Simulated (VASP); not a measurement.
# Sb (R-3m) in VASP: further runs

The runs below take Sb through electric field gradients, with PBEsol.

Program: VASP 6.6.1. These are calculated values, not measurements. Logs are shortened: lines on timing, memory, paths and dates and some standing lists are left out, and cuts for length are marked.

## (1) The cell of the first run

Symmetry: R-3m, No. 166, trigonal system. The conventional cell has a = 4.272 Å, b = 4.272 Å, c = 11.157 Å, α = 90.00°, β = 90.00°, γ = 120.00°. Within 3.8 Å of Sb (site symmetry 3m) lie 6 Sb at 2.88 to 3.32 Å.

## (2) Electric field gradients, PBEsol (volume scaled by 0.98)

INCAR

```
SYSTEM = Sb
  PREC = Accurate
  ENCUT = 520
  EDIFF = 1E-8
  ISMEAR = -1
  SIGMA = 0.05
  LREAL = .False.
  LASPH = .True.
  NELM = 60
  ALGO = Normal
  ISIF = 2
  LWAVE = .False.
  LCHARG = .False.
  GGA = PS
  LEFG = .True.
  NBANDS = 12
```

KPOINTS

```
regular mesh
0
Gamma
  9 9 9
  0 0 0
```

POSCAR

```
Sb
1.0
    2.1361663378      1.2333162102      3.7188717261
   -2.1361663378      1.2333162102      3.7188717261
    0.0000000000     -2.4666324202      3.7188717261
Sb
2
Direct
    0.2336400000      0.2336400000      0.2336400000
    0.7663600000      0.7663600000      0.7663600000
```

Potentials or basis: VASP PAW PBE potentials, release 64 (Sb).

Started as:

```bash
$ cat potpaw_PBE.64/Sb/POTCAR > POTCAR
$ mpirun -np 1 vasp_std > vasp.out
```

OUTCAR:

```text
SYSTEM = Sb
   PREC = Accurate
   ENCUT = 520
   EDIFF = 1E-8
   ISMEAR = -1
   LREAL = .False.
   LASPH = .True.
   NELM = 60
   ISIF = 2
   GGA = PS

 ion  position               nearest neighbor table
   1  0.234  0.234  0.234-   2 2.88   2 2.88   2 2.88   2 3.32   2 3.32   2 3.32
   2  0.766  0.766  0.766-   1 2.88   1 2.88   1 2.88   1 3.32   1 3.32   1 3.32

  LATTYP: Found a trigonal (rhomboedric) cell.
 ALAT       =     4.4625421468
 COS(alpha) =     0.5417151843

  Lattice vectors:

 A1 = (   2.1361663378,   1.2333162102,   3.7188717261)
 A2 = (  -2.1361663378,   1.2333162102,   3.7188717261)
 A3 = (   0.0000000000,  -2.4666324202,   3.7188717261)

Analysis of symmetry for initial positions (statically):
=====================================================================
 Subroutine PRICEL returns:
 Original cell was already a primitive cell.

 Routine SETGRP: Setting up the symmetry group for a
 trigonal (rhombohedral) supercell.

 Subroutine GETGRP returns: Found 12 space group operations
 (whereof 12 operations were pure point group operations)
 out of a pool of 12 trial point group operations.

The static configuration has the point symmetry D_3d.

Analysis of symmetry for dynamics (positions and initial velocities):
=====================================================================
 Subroutine PRICEL returns:
 Original cell was already a primitive cell.

 Routine SETGRP: Setting up the symmetry group for a
 trigonal (rhombohedral) supercell.

 Subroutine GETGRP returns: Found 12 space group operations
 (whereof 12 operations were pure point group operations)
 out of a pool of 12 trial point group operations.

The dynamic configuration has the point symmetry D_3d.

 Subroutine INISYM returns: Found 12 space group operations
 (whereof 12 operations are pure point group operations),
 and found     1 'primitive' translations

----------------------------------------------------------------------------------------

                                     Primitive cell

  volume of cell :      58.7857

  direct lattice vectors                    reciprocal lattice vectors
     2.136166338  1.233316210  3.718871726     0.234064170  0.135137011  0.089632920
    -2.136166338  1.233316210  3.718871726    -0.234064170  0.135137011  0.089632920
     0.000000000 -2.466632420  3.718871726     0.000000000 -0.270274023  0.089632920

  length of vectors
     4.462542147  4.462542147  4.462542147     0.284749201  0.284749201  0.284749201

  position of ions in fractional coordinates (direct lattice)
     0.233640000  0.233640000  0.233640000
     0.766360000  0.766360000  0.766360000

  ion indices of the primitive-cell ions
   primitive index   ion index
                 1           1
                 2           2

----------------------------------------------------------------------------------------

 KPOINTS: regular mesh

Automatic generation of k-mesh.
 Grid dimensions read from file:
 generate k-points for:    9    9    9

 Generating k-lattice:

  Cartesian coordinates                     Fractional coordinates (reciprocal lattice)
     0.026007130  0.015015223  0.009959213     0.111111111 -0.000000000  0.000000000
    -0.026007130  0.015015223  0.009959213    -0.000000000  0.111111111  0.000000000
     0.000000000 -0.030030447  0.009959213     0.000000000  0.000000000  0.111111111

  Length of vectors
     0.031638800  0.031638800  0.031638800

  Shift w.r.t. Gamma in fractional coordinates (k-lattice)
     0.000000000  0.000000000  0.000000000

 Subroutine IBZKPT returns following result:
 ===========================================

 Found     85 irreducible k-points:

 Following reciprocal coordinates:
            Coordinates               Weight
  0.000000  0.000000  0.000000      1.000000
  0.111111  0.000000  0.000000      6.000000
  0.222222  0.000000  0.000000      6.000000
  0.333333  0.000000  0.000000      6.000000
  0.444444  0.000000  0.000000      6.000000
  0.111111  0.111111  0.000000      6.000000
[... 16 lines left out ...]
 -0.333333  0.333333  0.000000      6.000000
  0.444444  0.444444  0.000000      6.000000
 [... further k-points ...]
   k-points           NKPTS =     85   k-points in BZ     NKDIM =     85   number of bands    NBANDS=     12
   number of dos      NEDOS =    301   number of ions     NIONS =      2
   total plane-waves  NPLWV =  46656
   dimension x,y,z NGX =    36 NGY =   36 NGZ =   36
   dimension x,y,z NGXF=    72 NGYF=   72 NGZF=   72
   ions per type =               2
   NGX,Y,Z   is equivalent  to a cutoff of  13.41, 13.41, 13.41 a.u.
   NGXF,Y,Z  is equivalent  to a cutoff of  26.82, 26.82, 26.82 a.u.
 SYSTEM =  Sb
   PREC   = accura    normal or accurate (medium, high low for compatibility)
   ISTART =      0    job   : 0-new  1-cont  2-samecut
   ICHARG =      2    charge: 1-file 2-atom 10-const
   ISPIN  =      1    spin polarized calculation?
   LNONCOLLINEAR =      F non collinear calculations
   LSORBIT =      F    spin-orbit coupling
   LASPH  =      T    aspherical Exc in radial PAW
   ENCUT  =  520.0 eV  38.22 Ry    6.18 a.u.   8.30  8.30  8.30*2*pi/ulx,y,z
   NELM   =     60;   NELMIN=  2; NELMDL= -5     # of ELM steps
   EDIFF  = 0.1E-07   stopping-criterion for ELM
   LREAL  =      F    real-space projection
   EDIFFG = 0.1E-06   stopping-criterion for IOM
   NSW    =      0    number of steps for IOM
   IBRION =     -1    ionic relax: 0-MD 1-quasi-New 2-CG
   NFREE  =      0    steps in history (QN), initial steepest desc. (CG)
   ISIF   =      2    stress and relaxation
   ISYM   =      2    0-nonsym 1-usesym 2-fastsym
   POTIM  = 0.5000    time-step for ionic-motion
   TEBEG  =    0.0;   TEEND  =   0.0 temperature during run
   PSTRESS=    0.0 pullay stress
   NELECT =      10.0000    total number of electrons
   NUPDOWN=      -1.0000    fix difference up-down
   EMIN   =  10.00;   EMAX   =-10.00  energy-range for DOS
   EFERMI =   0.00;   METHOD = LEGACY
   ISMEAR =    -1;   SIGMA  =   0.05  broadening in eV -4-tet -1-fermi 0-gaus
   EFERMI_NEDOS =   21; number of points for ismear=-14 and -15
   IALGO  =     38    algorithm
   IMIX   =      4    mixing-type and parameters
     AMIX     =   0.40;   BMIX     =  1.00
     AMIX_MAG =   1.60;   BMIX_MAG =  1.00
  volume/ion in A,a.u.               =      29.39       198.35
  Fermi-wavevector in a.u.,A,eV,Ry     =   0.907091  1.714153 11.195065  0.822814
  Thomas-Fermi vector in A             =   2.030857
   LORBIT       =      0    0 simple, 1 ext, 2 COOP (PROOUT), +10 PAW based schemes
   GGA     = PS    functional components
   LHFCALC =     F    Hartree Fock is set to
   AEXX    =    0.0000 exact exchange contribution
   IVDW    =     0    specifies the selected vdW correction
   LEPSILON=     F    determine dielectric tensor
   LRPA    =     F    only Hartree local field effects (RPA)
 non-spin polarized calculation
  energy-cutoff  :      520.00
  volume of cell :       58.79
 maximum number of plane-waves:      1595
 NGX is ok and might be reduce to    36
   NGX = 17   NGY = 17   NGZ = 17

 number of electron      10.0000000 magnetization

 Free energy of the ion-electron system (eV)
  ---------------------------------------------------
  ext. energy  EPLUGINS =         0.00000000
  ---------------------------------------------------
  free energy    TOTEN  =        -9.10767952 eV

  energy without entropy =       -9.10564390  energy(sigma->0) =       -9.10666171

 E-fermi :   7.4874     XC(G=0):  -9.7805

 val. band max:        7.4799394370   @ k =   0.4444   0.0000   0.0000
 cond. band min:       7.6501796624   @ k =   0.4444   0.4444   0.4444
 fundamental gap:      0.1702402254
 Fermi energy:         7.4873926102

 k-point     1 :       0.0000    0.0000    0.0000
  band No.  band energies     occupation
      1      -5.4709      2.00000
      2       2.8234      2.00000
      3       5.3652      2.00000
      4       5.6349      2.00000
      5       5.6349      2.00000
      6       9.5597      0.00000
      7      10.2224      0.00000
      8      10.2224      0.00000
      9      12.5143      0.00000
     10      12.5143      0.00000
     11      12.6952      0.00000
     12      13.8863      0.00000
[... 331 lines left out ...]
 k-point    24 :       0.4444    0.4444    0.0000
  band No.  band energies     occupation
      1      -3.1618      2.00000
      2      -0.4531      2.00000
      3       2.0479      2.00000
      4       3.6631      2.00000
      5       3.7336      2.00000
      6       8.9011      0.00000
      7      12.4825      0.00000
      8      13.0218      0.00000
      9      14.1842      0.00000
     10      16.1313      0.00000
     11      17.1957      0.00000
     12      18.3431      0.00000

 [... further k-points ...]
[... 5 lines left out ...]
  --------------------------------------------------------------------------------------
  -------------------------------------------------------------------------------------
  Total        0.7925727      0.7925727      0.4955305      0.0000000      0.0000000      0.0000000
  in kB       21.6011916     21.6011916     13.5054496      0.0000000      0.0000000      0.0000000
  external PRESSURE =      18.9026109 kB  Pullay stress =       0.0000000 kB

 VOLUME and BASIS-vectors are now :
 -----------------------------------------------------------------------------
  energy-cutoff  :      520.00
  volume of cell :       58.79
      direct lattice vectors                 reciprocal lattice vectors
     2.136166338  1.233316210  3.718871726     0.234064170  0.135137011  0.089632920
    -2.136166338  1.233316210  3.718871726    -0.234064170  0.135137011  0.089632920
     0.000000000 -2.466632420  3.718871726     0.000000000 -0.270274023  0.089632920

 POSITION                                       TOTAL-FORCE (eV/Angst)
 -----------------------------------------------------------------------------------
      0.00000      0.00000      2.60663         0.000000      0.000000      0.314090
      0.00000      0.00000      8.54998         0.000000     -0.000000     -0.314090
 -----------------------------------------------------------------------------------
    total drift:                                0.000000     -0.000000      0.000000

  FREE ENERGIE OF THE ION-ELECTRON SYSTEM (eV)
  ---------------------------------------------------
  free  energy   TOTEN  =        -9.1076795167 eV

  energy  without entropy=       -9.1056439043  energy(sigma->0) =       -9.10666171

 Electric field gradients (V/A^2)
---------------------------------------------------------------------
 ion       V_xx      V_yy      V_zz      V_xy      V_xz      V_yz
---------------------------------------------------------------------
   1      21.646    21.646   -43.293    -0.000     0.000    -0.000
   2      21.646    21.646   -43.293    -0.000     0.000    -0.000
---------------------------------------------------------------------

 Electric field gradients after diagonalization (V/A^2)
 (convention: |V_zz| > |V_xx| > |V_yy|)
----------------------------------------------------------------------
 ion       V_xx      V_yy      V_zz     asymmetry (V_yy - V_xx)/ V_zz
----------------------------------------------------------------------
   1      21.646    21.646   -43.293       0.000
   2      21.646    21.646   -43.293       0.000
----------------------------------------------------------------------

           NMR quadrupolar parameters

 Cq : quadrupolar parameter    Cq=e*Q*V_zz/h
 eta: asymmetry parameters     (V_yy - V_xx)/ V_zz
 Q  : nuclear electric quadrupole moment in mb (millibarn)
----------------------------------------------------------------------
 ion       Cq(MHz)       eta       Q (mb)
----------------------------------------------------------------------
   1      -0.105       0.000       1.000
   2      -0.105       0.000       1.000
----------------------------------------------------------------------
```

Run time: 80 s. Hardware: 1 thread of AMD EPYC 7R43 (Zen 3), shared host; peak memory 0.18 GiB.

Results:

- Free energy: -9.1077 eV
- Pressure: 1.9 GPa
- Largest force: 0.314 eV/Å

Forces on the atoms (eV/Å):
```
Sb   0.000  0.000  0.314
Sb   0.000  0.000 -0.314
```

Stress tensor (GPa, compression positive):
```
2.16 0.00 0.00
0.00 2.16 0.00
0.00 0.00 1.35
```

Levels at points of the mesh, in eV from the Fermi level:
```
           k point  band 1  band 2  band 3  band 4  band 5  band 6  band 7  band 8  band 9  band 10
(0.00, 0.00, 0.00)  -12.96   -4.66   -2.12   -1.85   -1.85    2.07    2.74    2.74    5.03     5.03
```

Electric field gradients, principal values (V/Å²):
```tsv
atom	least	middle	greatest (by size)
1 Sb	21.646	21.646	-43.293
2 Sb	21.646	21.646	-43.293
```

Caveat: without QUAD_EFG the Cq values of the log hold for a quadrupole moment of 1 mb, not for the nuclei; the PAW data sets were made with another functional, which shifts forces and pressure a little; spin-orbit coupling is left out, which moves the levels of the heavy elements.

## (3) Electric field gradients, PBEsol (volume scaled by 0.98)

INCAR

```
PREC     = Accurate       # precision mode
ENCUT    = 520            # plane-wave cutoff, eV
EDIFF    = 1E-8           # SCF threshold, eV
ISMEAR   = -1             # smearing method
SIGMA    = 0.05           # smearing width, eV
LREAL    = False          # projectors in reciprocal space
LASPH    = True           # aspherical terms in the spheres
NELM     = 100            # most SCF steps
ALGO     = Normal         # electronic algorithm
ISIF     = 2              # what is computed and relaxed
LWAVE    = False          # write WAVECAR
LCHARG   = False          # write CHGCAR
GGA      = PS             # functional
LEFG     = True         
NBANDS   = 12             # bands
```

KPOINTS

```
Automatic mesh
0
Gamma
  9 9 9
```

POSCAR is that of step 2.

Potentials or basis: VASP PAW PBE potentials, release 64 (Sb).

Started as:

```bash
$ cat potpaw_PBE.64/Sb/POTCAR > POTCAR
$ mpirun -np 1 vasp_std > vasp.out
```

OUTCAR:

```text
PREC = Accurate
   ENCUT = 520
   EDIFF = 1E-8
   ISMEAR = -1
   LREAL = False
   LASPH = True
   NELM = 100
   ISIF = 2
   GGA = PS

 ion  position               nearest neighbor table
   1  0.234  0.234  0.234-   2 2.88   2 2.88   2 2.88   2 3.32   2 3.32   2 3.32
   2  0.766  0.766  0.766-   1 2.88   1 2.88   1 2.88   1 3.32   1 3.32   1 3.32

  LATTYP: Found a trigonal (rhomboedric) cell.
 ALAT       =     4.4625421468
 COS(alpha) =     0.5417151843

  Lattice vectors:

 A1 = (   2.1361663378,   1.2333162102,   3.7188717261)
 A2 = (  -2.1361663378,   1.2333162102,   3.7188717261)
 A3 = (   0.0000000000,  -2.4666324202,   3.7188717261)

Analysis of symmetry for initial positions (statically):
=====================================================================
 Subroutine PRICEL returns:
 Original cell was already a primitive cell.

 Routine SETGRP: Setting up the symmetry group for a
 trigonal (rhombohedral) supercell.

[... 549 lines left out ...]
      direct lattice vectors                 reciprocal lattice vectors
     2.136166338  1.233316210  3.718871726     0.234064170  0.135137011  0.089632920
    -2.136166338  1.233316210  3.718871726    -0.234064170  0.135137011  0.089632920
     0.000000000 -2.466632420  3.718871726     0.000000000 -0.270274023  0.089632920

 POSITION                                       TOTAL-FORCE (eV/Angst)
 -----------------------------------------------------------------------------------
      0.00000      0.00000      2.60663         0.000000      0.000000      0.314090
      0.00000      0.00000      8.54998         0.000000     -0.000000     -0.314090
 -----------------------------------------------------------------------------------
    total drift:                                0.000000     -0.000000      0.000000

  FREE ENERGIE OF THE ION-ELECTRON SYSTEM (eV)
  ---------------------------------------------------
  free  energy   TOTEN  =        -9.1076795167 eV

  energy  without entropy=       -9.1056439043  energy(sigma->0) =       -9.10666171

 Electric field gradients (V/A^2)
---------------------------------------------------------------------
 ion       V_xx      V_yy      V_zz      V_xy      V_xz      V_yz
---------------------------------------------------------------------
   1      21.646    21.646   -43.293    -0.000     0.000    -0.000
   2      21.646    21.646   -43.293    -0.000     0.000    -0.000
---------------------------------------------------------------------

 Electric field gradients after diagonalization (V/A^2)
 (convention: |V_zz| > |V_xx| > |V_yy|)
----------------------------------------------------------------------
 ion       V_xx      V_yy      V_zz     asymmetry (V_yy - V_xx)/ V_zz
----------------------------------------------------------------------
   1      21.646    21.646   -43.293       0.000
   2      21.646    21.646   -43.293       0.000
----------------------------------------------------------------------

           NMR quadrupolar parameters

 Cq : quadrupolar parameter    Cq=e*Q*V_zz/h
 eta: asymmetry parameters     (V_yy - V_xx)/ V_zz
 Q  : nuclear electric quadrupole moment in mb (millibarn)
----------------------------------------------------------------------
 ion       Cq(MHz)       eta       Q (mb)
----------------------------------------------------------------------
   1      -0.105       0.000       1.000
   2      -0.105       0.000       1.000
----------------------------------------------------------------------
```

stdout:

```text
POSCAR found type information on POSCAR Sb
 POSCAR found :  1 types and       2 ions
 scaLAPACK will be used
 -----------------------------------------------------------------------------
|                                                                             |
|                                                                             |
|     You enforced a specific xc type in the INCAR file but a different       |
|     I HOPE YOU KNOW WHAT YOU ARE DOING!                                     |
|                                                                             |
 -----------------------------------------------------------------------------

 LDA part: xc-table for (Slater+PW92), standard interpolation
 POSCAR, INCAR and KPOINTS ok, starting setup
 FFT: planning ... GRIDC
 FFT: planning ... GRID_SOFT
 FFT: planning ... GRID
 WAVECAR not read
 entering main loop
ion   1

ion   2
```

It took 83 s on 1 thread of AMD EPYC 7R43 (Zen 3), shared host; peak memory 0.19 GiB.

Results:

```yaml
Free_energy: -9.1077 eV
Pressure: 1.9 GPa
Largest_force: 0.314 eV/Å
```

Forces on the atoms (eV/Å):
```
Sb   0.000  0.000  0.314
Sb   0.000  0.000 -0.314
```

Electric field gradients, principal values (V/Å²):
```
atom   least  middle  greatest (by size)
1 Sb  21.646  21.646             -43.293
2 Sb  21.646  21.646             -43.293
```

Caveat: without QUAD_EFG the Cq values of the log hold for a quadrupole moment of 1 mb, not for the nuclei; the PAW data sets were made with another functional, which shifts forces and pressure a little; spin-orbit coupling is left out, which moves the levels of the heavy elements.
